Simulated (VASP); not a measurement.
# GaN (P6_3mc) in VASP: single point with PBE

Aim: the single point of GaN with PBE.

Program: VASP 6.6.1. These are calculated values, not measurements. Logs are shortened: lines on timing, memory, paths and dates and some standing lists are left out, and cuts for length are marked.

## (1) The cell of the first run

The structure is hexagonal, space group P6_3mc (No. 186). Conventional cell: a = 3.219 Å, b = 3.219 Å, c = 5.244 Å, α = 90.00°, β = 90.00°, γ = 120.00°. Ga (site symmetry 3m) has 4 N at 1.97 to 1.98 Å within 2.6 Å. N (site symmetry 3m) has 4 Ga at 1.97 to 1.98 Å within 2.6 Å.

## (2) Single point, PBE

INCAR reads:

```
SYSTEM = GaN
PREC = Accurate
ENCUT = 600
EDIFF = 1E-6
ISMEAR = -1
SIGMA = 0.01
LREAL = .False.
LASPH = .True.
NELM = 120
ALGO = Normal
ISIF = 2
LWAVE = .False.
LCHARG = .False.
GGA = PE
NBANDS = 86
GGA_COMPAT = .False.
```

KPOINTS reads:

```
regular mesh
0
Gamma
  2 2 3
  0 0 0
```

POSCAR reads:

```
GaN
1.0
    6.4372426900      0.0000000000      0.0000000000
   -3.2186213450      5.5748157000      0.0000000000
    0.0000000000      0.0000000000      5.2435339933
Ga N
8 8
Direct
    0.3333333333      0.1666666667      0.4991368700
    0.1666666667      0.3333333333      0.9991368700
    0.3333333333      0.6666666667      0.4991368700
    0.1666666667      0.8333333333      0.9991368700
    0.8333333333      0.1666666667      0.4991368700
    0.6666666667      0.3333333333      0.9991368700
    0.8333333333      0.6666666667      0.4991368700
    0.6666666667      0.8333333333      0.9991368700
    0.3333333333      0.1666666667      0.8758631300
    0.1666666667      0.3333333333      0.3758631300
    0.3333333333      0.6666666667      0.8758631300
    0.1666666667      0.8333333333      0.3758631300
    0.8333333333      0.1666666667      0.8758631300
    0.6666666667      0.3333333333      0.3758631300
    0.8333333333      0.6666666667      0.8758631300
    0.6666666667      0.8333333333      0.3758631300
```

Potentials or basis: VASP PAW PBE potentials, release 64 (Ga_d, N).

Launch:

```console
$ cat potpaw_PBE.64/Ga_d/POTCAR potpaw_PBE.64/N/POTCAR > POTCAR
$ mpirun -np 1 vasp_std > vasp.out
```

OUTCAR:

```text
SYSTEM = GaN
   PREC = Accurate
   ENCUT = 600
   EDIFF = 1E-6
   ISMEAR = -1
   LREAL = .False.
   LASPH = .True.
   NELM = 120
   ISIF = 2
   GGA = PE

 ion  position               nearest neighbor table
   1  0.333  0.167  0.499-  10 1.97  14 1.97  12 1.97   9 1.98
   2  0.167  0.333  0.999-   9 1.97  13 1.97  11 1.97  10 1.98
   3  0.333  0.667  0.499-  12 1.97  16 1.97  10 1.97  11 1.98
   4  0.167  0.833  0.999-  11 1.97  15 1.97   9 1.97  12 1.98
   5  0.833  0.167  0.499-  14 1.97  10 1.97  16 1.97  13 1.98
   6  0.667  0.333  0.999-  13 1.97   9 1.97  15 1.97  14 1.98
[... 8 lines left out ...]
  15  0.833  0.667  0.876-   8 1.97   4 1.97   6 1.97   7 1.98
  16  0.667  0.833  0.376-   7 1.97   3 1.97   5 1.97   8 1.98
[... 7 lines left out ...]
 A1 = (   6.4372426900,   0.0000000000,   0.0000000000)
 A2 = (  -3.2186213450,   5.5748157000,   0.0000000000)
 A3 = (   0.0000000000,   0.0000000000,   5.2435339933)

Analysis of symmetry for initial positions (statically):
=====================================================================
 Subroutine PRICEL returns following result:

  LATTYP: Found a hexagonal cell.
 ALAT       =     3.2186213450
 C/A-ratio  =     1.6291242216

  Lattice vectors:

 A1 = (   3.2186213450,   0.0000000000,   0.0000000000)
 A2 = (  -1.6093106725,   2.7874078500,   0.0000000000)
 A3 = (   0.0000000000,   0.0000000000,   5.2435339933)

   4 primitive cells build up your supercell.

 Routine SETGRP: Setting up the symmetry group for a
 hexagonal supercell.

 Subroutine GETGRP returns: Found 12 space group operations
 (whereof  6 operations were pure point group operations)
 out of a pool of 24 trial point group operations.

The static configuration has the point symmetry C_3v.
 The point group associated with its full space group is C_6v.

Analysis of symmetry for dynamics (positions and initial velocities):
=====================================================================
 Subroutine PRICEL returns following result:

  LATTYP: Found a hexagonal cell.
 ALAT       =     3.2186213450
 C/A-ratio  =     1.6291242216

  Lattice vectors:

 A1 = (   3.2186213450,   0.0000000000,   0.0000000000)
 A2 = (  -1.6093106725,   2.7874078500,   0.0000000000)
 A3 = (   0.0000000000,   0.0000000000,   5.2435339933)

   4 primitive cells build up your supercell.

 Routine SETGRP: Setting up the symmetry group for a
 hexagonal supercell.

 Subroutine GETGRP returns: Found 12 space group operations
 (whereof  6 operations were pure point group operations)
[... 90 lines left out ...]
   IBRION =     -1    ionic relax: 0-MD 1-quasi-New 2-CG
   NFREE  =      0    steps in history (QN), initial steepest desc. (CG)
   ISIF   =      2    stress and relaxation
   ISYM   =      2    0-nonsym 1-usesym 2-fastsym
   POTIM  = 0.5000    time-step for ionic-motion
   TEBEG  =    0.0;   TEEND  =   0.0 temperature during run
   PSTRESS=    0.0 pullay stress
   NELECT =     144.0000    total number of electrons
   NUPDOWN=      -1.0000    fix difference up-down
   EMIN   =  10.00;   EMAX   =-10.00  energy-range for DOS
   EFERMI =   0.00;   METHOD = LEGACY
   ISMEAR =    -1;   SIGMA  =   0.01  broadening in eV -4-tet -1-fermi 0-gaus
   EFERMI_NEDOS =   21; number of points for ismear=-14 and -15
   IALGO  =     38    algorithm
   IMIX   =      4    mixing-type and parameters
     AMIX     =   0.40;   BMIX     =  1.00
     AMIX_MAG =   1.60;   BMIX_MAG =  1.00
  volume/ion in A,a.u.               =      11.76        79.37
  Fermi-wavevector in a.u.,A,eV,Ry     =   1.497422  2.829717 30.507965  2.242272
  Thomas-Fermi vector in A             =   2.609312
   LORBIT       =      0    0 simple, 1 ext, 2 COOP (PROOUT), +10 PAW based schemes
   GGA     = PE    functional components
   LHFCALC =     F    Hartree Fock is set to
   AEXX    =    0.0000 exact exchange contribution
   IVDW    =     0    specifies the selected vdW correction
   LEPSILON=     F    determine dielectric tensor
   LRPA    =     F    only Hartree local field effects (RPA)
 non-spin polarized calculation
  energy-cutoff  :      600.00
  volume of cell :      188.17
 maximum number of plane-waves:      6304
 NGX is ok and might be reduce to    54
   NGX = 25   NGY = 25   NGZ = 21

 number of electron     143.9999971 magnetization

 Free energy of the ion-electron system (eV)
  ---------------------------------------------------
  ext. energy  EPLUGINS =         0.00000000
  ---------------------------------------------------
  free energy    TOTEN  =       -97.05661101 eV

  energy without entropy =      -97.05661101  energy(sigma->0) =      -97.05661101

 E-fermi :   5.2587     XC(G=0): -11.5077

 val. band max:        5.0341882981   @ k =   0.0000   0.0000   0.0000
 cond. band min:       6.7370206409   @ k =   0.0000   0.0000   0.0000
 fundamental gap:      1.7028323428
 Fermi energy:         5.2587223729

 k-point     1 :       0.0000    0.0000    0.0000
  band No.  band energies     occupation
      1     -10.7082      2.00000
      2      -9.8974      2.00000
      3      -9.8974      2.00000
      4      -9.8974      2.00000
      5      -9.8910      2.00000
      6      -9.7475      2.00000
[... 337 lines left out ...]
     83      12.7664      0.00000
     84      12.7725      0.00000
 [bands above 84 left out]

------------------------ aborting loop because EDIFF is reached ----------------------------------------

  FORCE on cell =-STRESS in cart. coord.  units (eV):
  Direction    XX          YY          ZZ          XY          YZ          ZX
  --------------------------------------------------------------------------------------
  -------------------------------------------------------------------------------------
  Total       -0.0053381     -0.0053381     -0.5617130      0.0000000     -0.0000000      0.0000000
  in kB       -0.0454509     -0.0454509     -4.7826714      0.0000000     -0.0000000      0.0000000
  external PRESSURE =      -1.6245244 kB  Pullay stress =       0.0000000 kB

 VOLUME and BASIS-vectors are now :
 -----------------------------------------------------------------------------
  energy-cutoff  :      600.00
  volume of cell :      188.17
      direct lattice vectors                 reciprocal lattice vectors
     6.437242690  0.000000000  0.000000000     0.155346015  0.089689064  0.000000000
    -3.218621345  5.574815700  0.000000000     0.000000000  0.179378127  0.000000000
     0.000000000  0.000000000  5.243533993     0.000000000  0.000000000  0.190711074

 POSITION                                       TOTAL-FORCE (eV/Angst)
 -----------------------------------------------------------------------------------
      1.60931      0.92914      2.61724         0.000000      0.000000      0.002884
      0.00000      1.85827      5.23901        -0.000000     -0.000000      0.002884
     -0.00000      3.71654      2.61724         0.000000      0.000000      0.002884
     -1.60931      4.64568      5.23901        -0.000000     -0.000000      0.002884
      4.82793      0.92914      2.61724        -0.000000      0.000000      0.002884
      3.21862      1.85827      5.23901        -0.000000      0.000000      0.002884
[... 8 lines left out ...]
      3.21862      3.71654      4.59262        -0.000000     -0.000000     -0.002884
      1.60931      4.64568      1.97085         0.000000      0.000000     -0.002884
 -----------------------------------------------------------------------------------
    total drift:                               -0.000001     -0.000002      0.000215

  FREE ENERGIE OF THE ION-ELECTRON SYSTEM (eV)
  ---------------------------------------------------
  free  energy   TOTEN  =       -97.0566110105 eV

  energy  without entropy=      -97.0566110104  energy(sigma->0) =      -97.05661101
```

OSZICAR:

```text
N       E                     dE             d eps       ncg     rms          rms(c)
DAV:   1     0.220155990685E+04    0.22016E+04   -0.65070E+04   748   0.337E+03
DAV:   2     0.462348468768E+03   -0.17392E+04   -0.16541E+04   688   0.939E+02
DAV:   3    -0.514048761278E+02   -0.51375E+03   -0.48581E+03   846   0.305E+02
DAV:   4    -0.108244644787E+03   -0.56840E+02   -0.55574E+02   808   0.105E+02
DAV:   5    -0.112864184314E+03   -0.46195E+01   -0.45886E+01   968   0.311E+01    0.215E+01
DAV:   6    -0.962321469334E+02    0.16632E+02   -0.59044E+01  1216   0.583E+01    0.578E+00
DAV:   7    -0.971487137016E+02   -0.91657E+00   -0.11565E+01   784   0.138E+01    0.540E+00
DAV:   8    -0.971315407165E+02    0.17173E-01   -0.13439E+00  1016   0.106E+01    0.167E+00
DAV:   9    -0.970508146838E+02    0.80726E-01   -0.46411E-01  1024   0.619E+00    0.534E-01
DAV:  10    -0.970558205150E+02   -0.50058E-02   -0.50637E-02   842   0.111E+00    0.236E-01
DAV:  11    -0.970566334353E+02   -0.81292E-03   -0.43709E-03   944   0.573E-01    0.130E-01
DAV:  12    -0.970566041240E+02    0.29311E-04   -0.57188E-04   828   0.164E-01    0.355E-02
DAV:  13    -0.970566151921E+02   -0.11068E-04   -0.95916E-05  1032   0.434E-02    0.194E-02
DAV:  14    -0.970566090504E+02    0.61417E-05   -0.26327E-05   960   0.588E-02    0.678E-03
DAV:  15    -0.970566107969E+02   -0.17466E-05   -0.79020E-06   624   0.112E-02    0.391E-03
DAV:  16    -0.970566110105E+02   -0.21351E-06   -0.49537E-07   440   0.448E-03
   1 F= -.97056611E+02 E0= -.97056611E+02  d E =-.140181E-10
```

stdout:

```text
POSCAR found type information on POSCAR GaN
 POSCAR found :  2 types and      16 ions
 scaLAPACK will be used
 LDA part: xc-table for (Slater+PW92), standard interpolation
 POSCAR, INCAR and KPOINTS ok, starting setup
 FFT: planning ... GRIDC
 FFT: planning ... GRID_SOFT
 FFT: planning ... GRID
 WAVECAR not read
 entering main loop
```

It took 3.6 min on 1 thread of Intel Xeon Platinum 8259CL at 2.50GHz (Skylake/Cascade Lake), shared host; peak memory 0.35 GiB.

What came out:

- Free energy: -97.0566 eV
- Pressure: -0.2 GPa
- Band gap on the k mesh: 1.70 eV

Forces in eV/Å, atoms in the order of the input:
```
Ga   0.000  0.000  0.003
Ga   0.000  0.000  0.003
Ga   0.000  0.000  0.003
Ga   0.000  0.000  0.003
Ga   0.000  0.000  0.003
Ga   0.000  0.000  0.003
Ga   0.000  0.000  0.003
Ga   0.000  0.000  0.003
N    0.000  0.000 -0.003
N    0.000  0.000 -0.003
N    0.000  0.000 -0.003
N    0.000  0.000 -0.003
N    0.000  0.000 -0.003
N    0.000  0.000 -0.003
N    0.000  0.000 -0.003
N    0.000  0.000 -0.003
```

Caveat: the k points lie up to 0.56 Å⁻¹ apart.
